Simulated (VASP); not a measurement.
# NiO (Fm-3m) in VASP: notebook

NiO is run at these levels: PBE; tasks: single point, relaxation of cell and atoms.

Everything below comes from runs of VASP 6.6.1. Logs are shortened: lines on timing, memory, paths and dates and some standing lists are left out, and cuts for length are marked.

**What was measured.**

“Local correlations, non-local screening, multiplets, and band formation in NiO”, 2012, arxiv:1210.6675 quotes, for a bulk crystal of NiO: band gap 4.3 eV.

The results are compared with them further down.

## (1) The cell of the first run

The structure is cubic, space group Fm-3m (No. 225). Conventional cell: a = 4.216 Å, b = 4.216 Å, c = 4.216 Å, α = 90.00°, β = 90.00°, γ = 90.00°. Within 2.8 Å of Ni (site symmetry m-3m) lie 6 O at 2.11 Å. O (site symmetry m-3m) has 6 Ni at 2.11 Å within 2.8 Å.

## (2) Single point, PBE, collinear spin, ferromagnetic start

INCAR

```
  PREC = Accurate
  ENCUT = 520
  EDIFF = 1E-6
  ISMEAR = 0
  SIGMA = 0.1
  LREAL = False
  LASPH = True
  NELM = 150
  ALGO = Normal
  ISIF = 2
  LWAVE = False
  LCHARG = False
  ISPIN = 2
  MAGMOM = 1.61 0.33
  LORBIT = 11
  LMAXMIX = 4
  GGA = PE
  NBANDS = 19
```

KPOINTS

```
Automatic mesh
0
Gamma
  18 18 18
```

POSCAR

```
NiO
1.0
    0.0000000000      2.1081760841      2.1081760841
    2.1081760841      0.0000000000      2.1081760841
    2.1081760841      2.1081760841      0.0000000000
Ni O
1 1
Direct
    0.0000000000      0.0000000000      0.0000000000
    0.5000000000      0.5000000000      0.5000000000
```

Potentials or basis: VASP PAW PBE potentials, release 64 (Ni, O).

Command:

```
$ cat potpaw_PBE.64/Ni/POTCAR potpaw_PBE.64/O/POTCAR > POTCAR
$ mpirun -np 1 vasp_std > vasp.out
```

OUTCAR:

```text
PREC = Accurate
   ENCUT = 520
   EDIFF = 1E-6
   ISMEAR = 0
   LREAL = False
   LASPH = True
   NELM = 150
   ISIF = 2
   ISPIN = 2
   LORBIT = 11
   GGA = PE

 ion  position               nearest neighbor table
   1  0.000  0.000  0.000-   2 2.11   2 2.11   2 2.11   2 2.11   2 2.11   2 2.11
   2  0.500  0.500  0.500-   1 2.11   1 2.11   1 2.11   1 2.11   1 2.11   1 2.11

  LATTYP: Found a face centered cubic cell.
 ALAT       =     4.2163521682

  Lattice vectors:

 A1 = (   0.0000000000,   2.1081760841,   2.1081760841)
 A2 = (   2.1081760841,   0.0000000000,   2.1081760841)
 A3 = (   2.1081760841,   2.1081760841,   0.0000000000)

Analysis of symmetry for initial positions (statically):
=====================================================================
 Subroutine PRICEL returns:
 Original cell was already a primitive cell.

 Routine SETGRP: Setting up the symmetry group for a
 face centered cubic supercell.

 Subroutine GETGRP returns: Found 48 space group operations
 (whereof 48 operations were pure point group operations)
 out of a pool of 48 trial point group operations.

The static configuration has the point symmetry O_h .

Analysis of symmetry for dynamics (positions and initial velocities):
=====================================================================
 Subroutine PRICEL returns:
 Original cell was already a primitive cell.

 Routine SETGRP: Setting up the symmetry group for a
 face centered cubic supercell.

 Subroutine GETGRP returns: Found 48 space group operations
 (whereof 48 operations were pure point group operations)
 out of a pool of 48 trial point group operations.

The dynamic configuration has the point symmetry O_h .

Analysis of structural, dynamic, and magnetic symmetry:
=====================================================================
 Subroutine PRICEL returns:
 Original cell was already a primitive cell.

 Routine SETGRP: Setting up the symmetry group for a
 face centered cubic supercell.

 Subroutine GETGRP returns: Found 48 space group operations
 (whereof 48 operations were pure point group operations)
 out of a pool of 48 trial point group operations.

The overall configuration has the point symmetry O_h .

 Subroutine INISYM returns: Found 48 space group operations
 (whereof 48 operations are pure point group operations),
 and found     1 'primitive' translations

----------------------------------------------------------------------------------------

                                     Primitive cell

  volume of cell :      18.7392

  direct lattice vectors                    reciprocal lattice vectors
     0.000000000  2.108176084  2.108176084    -0.237171840  0.237171840  0.237171840
     2.108176084  0.000000000  2.108176084     0.237171840 -0.237171840  0.237171840
     2.108176084  2.108176084  0.000000000     0.237171840  0.237171840 -0.237171840

  length of vectors
     2.981411210  2.981411210  2.981411210     0.410793676  0.410793676  0.410793676

  position of ions in fractional coordinates (direct lattice)
     0.000000000  0.000000000  0.000000000
     0.500000000  0.500000000  0.500000000

  ion indices of the primitive-cell ions
   primitive index   ion index
                 1           1
                 2           2

----------------------------------------------------------------------------------------

 KPOINTS: Automatic mesh

Automatic generation of k-mesh.
 Grid dimensions read from file:
 generate k-points for:   18   18   18

 Generating k-lattice:

  Cartesian coordinates                     Fractional coordinates (reciprocal lattice)
    -0.013176213  0.013176213  0.013176213     0.055555556  0.000000000  0.000000000
     0.013176213 -0.013176213  0.013176213     0.000000000  0.055555556  0.000000000
     0.013176213  0.013176213 -0.013176213     0.000000000  0.000000000  0.055555556

  Length of vectors
     0.022821871  0.022821871  0.022821871

  Shift w.r.t. Gamma in fractional coordinates (k-lattice)
     0.000000000  0.000000000  0.000000000

 Subroutine IBZKPT returns following result:
 ===========================================

 Found    195 irreducible k-points:

 Following reciprocal coordinates:
            Coordinates               Weight
  0.000000  0.000000  0.000000      1.000000
  0.055556  0.000000  0.000000      8.000000
  0.111111  0.000000  0.000000      8.000000
  0.166667  0.000000  0.000000      8.000000
  0.222222  0.000000  0.000000      8.000000
  0.277778  0.000000  0.000000      8.000000
[... 16 lines left out ...]
 -0.277778  0.055556  0.000000     24.000000
 -0.222222  0.055556  0.000000     24.000000
 [... further k-points ...]
   k-points           NKPTS =    195   k-points in BZ     NKDIM =    195   number of bands    NBANDS=     19
   number of dos      NEDOS =    301   number of ions     NIONS =      2
   total plane-waves  NPLWV =  13824
   dimension x,y,z NGX =    24 NGY =   24 NGZ =   24
   dimension x,y,z NGXF=    48 NGYF=   48 NGZF=   48
   ions per type =               1   1
   NGX,Y,Z   is equivalent  to a cutoff of  13.38, 13.38, 13.38 a.u.
   NGXF,Y,Z  is equivalent  to a cutoff of  26.77, 26.77, 26.77 a.u.
 SYSTEM =  unknown system
   PREC   = accura    normal or accurate (medium, high low for compatibility)
   ISTART =      0    job   : 0-new  1-cont  2-samecut
   ICHARG =      2    charge: 1-file 2-atom 10-const
   ISPIN  =      2    spin polarized calculation?
   LNONCOLLINEAR =      F non collinear calculations
   LSORBIT =      F    spin-orbit coupling
   LASPH  =      T    aspherical Exc in radial PAW
   ENCUT  =  520.0 eV  38.22 Ry    6.18 a.u.   5.54  5.54  5.54*2*pi/ulx,y,z
   NELM   =    150;   NELMIN=  2; NELMDL= -5     # of ELM steps
   EDIFF  = 0.1E-05   stopping-criterion for ELM
   LREAL  =      F    real-space projection
   EDIFFG = 0.1E-04   stopping-criterion for IOM
   NSW    =      0    number of steps for IOM
   IBRION =     -1    ionic relax: 0-MD 1-quasi-New 2-CG
   NFREE  =      0    steps in history (QN), initial steepest desc. (CG)
   ISIF   =      2    stress and relaxation
   ISYM   =      2    0-nonsym 1-usesym 2-fastsym
   POTIM  = 0.5000    time-step for ionic-motion
   TEBEG  =    0.0;   TEEND  =   0.0 temperature during run
   PSTRESS=    0.0 pullay stress
   NELECT =      16.0000    total number of electrons
   NUPDOWN=      -1.0000    fix difference up-down
   EMIN   =  10.00;   EMAX   =-10.00  energy-range for DOS
   EFERMI =   0.00;   METHOD = LEGACY
   ISMEAR =     0;   SIGMA  =   0.10  broadening in eV -4-tet -1-fermi 0-gaus
   EFERMI_NEDOS =   21; number of points for ismear=-14 and -15
   IALGO  =     38    algorithm
   IMIX   =      4    mixing-type and parameters
     AMIX     =   0.40;   BMIX     =  1.00
     AMIX_MAG =   1.60;   BMIX_MAG =  1.00
  volume/ion in A,a.u.               =       9.37        63.23
  Fermi-wavevector in a.u.,A,eV,Ry     =   1.553095  2.934923 32.818657  2.412103
  Thomas-Fermi vector in A             =   2.657375
   LORBIT       =     11    0 simple, 1 ext, 2 COOP (PROOUT), +10 PAW based schemes
   GGA     = PE    functional components
   LHFCALC =     F    Hartree Fock is set to
   AEXX    =    0.0000 exact exchange contribution
   IVDW    =     0    specifies the selected vdW correction
   LEPSILON=     F    determine dielectric tensor
   LRPA    =     F    only Hartree local field effects (RPA)
 spin polarized calculation
 Gauss-broadening in eV      SIGMA  =   0.10
  energy-cutoff  :      520.00
  volume of cell :       18.74
 maximum number of plane-waves:       531
 NGX is ok and might be reduce to    24
   NGX = 11   NGY = 11   NGZ = 11

 number of electron      16.0000014 magnetization       1.7682740

 Free energy of the ion-electron system (eV)
  ---------------------------------------------------
  ext. energy  EPLUGINS =         0.00000000
  ---------------------------------------------------
  free energy    TOTEN  =       -11.48190311 eV

  energy without entropy =      -11.47592687  energy(sigma->0) =      -11.47891499

 E-fermi :   7.4811     XC(G=0): -12.5136

 val. band max:        7.4809025848   @ k =  -0.2222   0.2778   0.0556
 cond. band min:       7.4850607860   @ k =  -0.3889   0.1667   0.0556
 fundamental gap:      0.0041582012
 Fermi energy:         7.4811473258

 spin component 1

 k-point     1 :       0.0000    0.0000    0.0000
  band No.  band energies     occupation
      1     -12.6127      1.00000
      2       4.3770      1.00000
      3       4.3771      1.00000
      4       4.6118      1.00000
      5       4.6118      1.00000
      6       4.6118      1.00000
[... 11 lines left out ...]
     18      33.0491      0.00000
     19      33.0492      0.00000

 k-point     2 :       0.0556    0.0000    0.0000
  band No.  band energies     occupation
      1     -12.5791      1.00000
      2       3.9962      1.00000
      3       3.9962      1.00000
      4       4.2145      1.00000
      5       4.8184      1.00000
      6       4.8185      1.00000
[... 11 lines left out ...]
     18      33.5995      0.00000
     19      33.5995      0.00000

 k-point     3 :       0.1111    0.0000    0.0000
  band No.  band energies     occupation
      1     -12.4809      1.00000
      2       3.5165      1.00000
      3       3.5308      1.00000
      4       3.5309      1.00000
      5       4.8985      1.00000
      6       4.8985      1.00000
[... 434 lines left out ...]
      1     -11.8116      1.00000
      2       0.8884      1.00000
      3       2.1837      1.00000
      4       2.4004      1.00000
      5       5.2403      1.00000
      6       5.2559      1.00000
[... 11 lines left out ...]
     18      37.5442      0.00000
     19      38.5303      0.00000

 k-point    24 :      -0.2222    0.0556    0.0000
  band No.  band energies     occupation
      1     -12.0333      1.00000
      2       1.5663      1.00000
      3       2.4592      1.00000
      4       2.7682      1.00000
      5       5.0966      1.00000
      6       5.1424      1.00000
[... 11 lines left out ...]
     18      37.2158      0.00000
     19      38.2684      0.00000

 [... further k-points ...]

 spin component 2

 k-point     1 :       0.0000    0.0000    0.0000
  band No.  band energies     occupation
      1     -12.1693      1.00000
      2       5.1218      1.00000
      3       5.1218      1.00000
      4       5.1218      1.00000
      5       5.7067      1.00000
      6       5.7069      1.00000
[... 11 lines left out ...]
     18      33.6456      0.00000
     19      33.6458      0.00000

 k-point     2 :       0.0556    0.0000    0.0000
  band No.  band energies     occupation
      1     -12.1347      1.00000
      2       4.7527      1.00000
      3       4.9510      1.00000
      4       4.9510      1.00000
      5       5.7652      1.00000
      6       5.7653      1.00000
[... 11 lines left out ...]
     18      34.1882      0.00000
     19      34.1884      0.00000

 k-point     3 :       0.1111    0.0000    0.0000
  band No.  band energies     occupation
      1     -12.0335      1.00000
      2       4.0270      1.00000
      3       4.5967      1.00000
      4       4.5968      1.00000
      5       5.8657      1.00000
      6       5.8659      1.00000
[... 434 lines left out ...]
      1     -11.3408      1.00000
      2       1.3242      1.00000
      3       3.3549      1.00000
      4       3.4150      1.00000
      5       6.1934      1.00000
      6       6.3596      1.00000
[... 11 lines left out ...]
     18      37.9949      0.00000
     19      39.0688      0.00000

 k-point    24 :      -0.2222    0.0556    0.0000
  band No.  band energies     occupation
      1     -11.5708      1.00000
      2       2.0454      1.00000
      3       3.6438      1.00000
      4       3.7281      1.00000
      5       6.0534      1.00000
      6       6.2603      1.00000
[... 11 lines left out ...]
     18      37.7451      0.00000
     19      38.8665      0.00000

 [... further k-points ...]

------------------------ aborting loop because EDIFF is reached ----------------------------------------

  FORCE on cell =-STRESS in cart. coord.  units (eV):
  Direction    XX          YY          ZZ          XY          YZ          ZX
  --------------------------------------------------------------------------------------
  -------------------------------------------------------------------------------------
  Total       -0.0668711     -0.0668711     -0.0668711     -0.0000000     -0.0000000      0.0000000
  in kB       -5.7173979     -5.7173979     -5.7173979     -0.0000000     -0.0000000      0.0000000
  external PRESSURE =      -5.7173979 kB  Pullay stress =       0.0000000 kB

 VOLUME and BASIS-vectors are now :
 -----------------------------------------------------------------------------
  energy-cutoff  :      520.00
  volume of cell :       18.74
      direct lattice vectors                 reciprocal lattice vectors
     0.000000000  2.108176084  2.108176084    -0.237171840  0.237171840  0.237171840
     2.108176084  0.000000000  2.108176084     0.237171840 -0.237171840  0.237171840
     2.108176084  2.108176084  0.000000000     0.237171840  0.237171840 -0.237171840

 POSITION                                       TOTAL-FORCE (eV/Angst)
 -----------------------------------------------------------------------------------
      0.00000      0.00000      0.00000        -0.000000      0.000000      0.000000
      2.10818      2.10818      2.10818         0.000000      0.000000      0.000000
 -----------------------------------------------------------------------------------
    total drift:                                0.000000     -0.000000     -0.000000

  FREE ENERGIE OF THE ION-ELECTRON SYSTEM (eV)
  ---------------------------------------------------
  free  energy   TOTEN  =       -11.4819031117 eV

  energy  without entropy=      -11.4759268701  energy(sigma->0) =      -11.47891499

 total charge

# of ion       s       p       d       tot
------------------------------------------
    1        0.323   0.383   8.227   8.934
    2        1.557   3.409   0.000   4.966
--------------------------------------------------
tot          1.880   3.793   8.227  13.900

 magnetization (x)

# of ion       s       p       d       tot
------------------------------------------
    1        0.011   0.015   1.428   1.454
    2        0.027   0.243   0.000   0.270
--------------------------------------------------
tot          0.038   0.258   1.428   1.724
```

It took 3.1 min on 1 thread of Intel Xeon 8259CL, shared host; peak memory 0.23 GiB.

What came out:

```yaml
Free_energy: -11.4819 eV
Pressure: -0.6 GPa
Net_moment: 1.77 μB per cell
Site_moments: Ni +1.45; O +0.27 μB
Valence_electrons_inside_the_program's_atomic_spheres: Ni 8.93; O 4.97
```

Caveat: a cell with one magnetic atom can't hold antiferromagnetic order, which such compounds often take; semilocal functionals often make such compounds metallic where correlation or magnetic order opens a gap, which also shifts bond lengths.

## (3) Relaxation of cell and atoms, PBE, collinear spin, ferromagnetic start

This run uses another cell than the first one, of 9.08 Å³/atom.

INCAR

```
SYSTEM = NiO
PREC     = Accurate       ! precision mode
ENCUT    = 600            ! plane-wave cutoff, eV
EDIFF    = 1E-7           ! SCF threshold, eV
ISMEAR   = 0              ! smearing method
SIGMA    = 0.1            ! smearing width, eV
LREAL    = .False.        ! projectors in reciprocal space
LASPH    = .True.         ! aspherical terms in the spheres
NELM     = 150            ! most SCF steps
ALGO     = Normal         ! electronic algorithm
ISIF     = 3              ! what is computed and relaxed
LWAVE    = .False.        ! write WAVECAR
LCHARG   = .False.        ! write CHGCAR
ISPIN    = 2              ! spin polarisation
MAGMOM   = 1.61 0.33      ! initial moments
LORBIT   = 11             ! projections on sites
LMAXMIX  = 4              ! l up to which the mixer works
GGA      = PE             ! functional
IBRION   = 2              ! ionic algorithm
NSW      = 100            ! ionic steps
EDIFFG   = -0.005         ! ionic threshold
```

KPOINTS

```
regular mesh
0
Gamma
  18 18 18
  0 0 0
```

POSCAR

```
NiO
1.0
    0.0000000000      2.0859016414      2.0859016414
    2.0859016414      0.0000000000      2.0859016414
    2.0859016414      2.0859016414      0.0000000000
Ni O
1 1
Direct
    0.0000000000      0.0000000000      0.0000000000
    0.5000000000      0.5000000000      0.5000000000
```

Potentials or basis: VASP PAW PBE potentials, release 64 (Ni, O).

Command:

```
$ cat potpaw_PBE.64/Ni/POTCAR potpaw_PBE.64/O/POTCAR > POTCAR
$ mpirun -np 1 vasp_std > vasp.out
```

It took 5.6 min on 1 thread of Intel Xeon 8259CL, shared host; peak memory 0.23 GiB.

The run converged. Its results:

- Free energy: -11.4825 eV
- Relaxed volume: 9.34 Å³/atom
- Relaxed cell: a = 2.978 Å, b = 2.978 Å, c = 2.978 Å, α = 60.00°, β = 60.00°, γ = 60.00°
- Space group after relaxing (to 0.1 Å): Fm-3m (No. 225)
- Energy gained by relaxing: 3.9 meV/atom
- Ionic steps: 3
- Pressure after relaxing: 0.0 GPa
- Net moment: 1.76 μB per cell
- Site moments: Ni +1.45; O +0.27 μB
- Valence electrons inside the program's atomic spheres: Ni 8.94; O 4.97

Step by step:
| step | energy change (eV) | largest force (eV/Å) | pressure (GPa) | volume (Å³) |
| --- | --- | --- | --- | --- |
| 1 | 0.0000 | 0.0000 | 4.95 | 18.15 |
| 2 | -0.0064 | 0.0000 | -1.96 | 18.90 |
| 3 | -0.0078 | 0.0000 | 0.01 | 18.67 |

Final structure:
```
Ni O
1.0
     0.00000    2.10559    2.10559
     2.10559    0.00000    2.10559
     2.10559    2.10559    0.00000
Ni O
1 1
Direct
  0.00000 0.00000 0.00000
  0.50000 0.50000 0.50000
```

Levels at points of the mesh, in eV from the Fermi level:
Spin up:
```
           k point  band 6  band 7  band 8  band 9  band 10  band 11  band 12  band 13
(0.00, 0.00, 0.00)   -2.89   -2.60   -2.60   -2.60     1.40    17.78    18.74    18.74
(0.50, 0.00, 0.00)   -1.95   -1.42    0.24    0.24     5.55     9.73    13.85    13.85
(0.50, 0.50, 0.00)   -2.78   -2.28   -1.65   -1.65     5.98    10.41    12.13    16.31
```
Spin down:
```tsv
k point	band 4	band 5	band 6	band 7	band 8	band 9	band 10	band 11
(0.00, 0.00, 0.00)	-2.38	-1.79	-1.79	-1.79	-0.55	-0.55	1.75	17.72
(0.50, 0.00, 0.00)	-4.63	-0.93	-0.93	-0.57	2.17	2.17	5.72	10.25
(0.50, 0.50, 0.00)	-3.70	-2.71	-0.75	-0.75	-0.14	0.35	6.43	10.76
```

Caveat: a cell with one magnetic atom can't hold antiferromagnetic order, which such compounds often take; semilocal functionals often make such compounds metallic where correlation or magnetic order opens a gap, which also shifts bond lengths. Zero-point motion and thermal expansion aren't in these numbers.

## (4) Comparison with measurements

Step 2. Measured gap of NiO: 4.3 eV (quoted in “Local correlations, non-local screening, multiplets, and band formation in NiO”, 2012, arxiv:1210.6675). This calculation gives 0.00 eV (-4.30 eV). So large a miss can be the level of theory's own, or it may mean another phase, state or a wrong row. The value is that of PBE on a finite k mesh, which can miss the band edges, without temperature or zero-point motion. Semilocal functionals fall short of measured gaps as a rule. The run's magnetic order (collinear spin, ferromagnetic start) needn't be the measured crystal's.
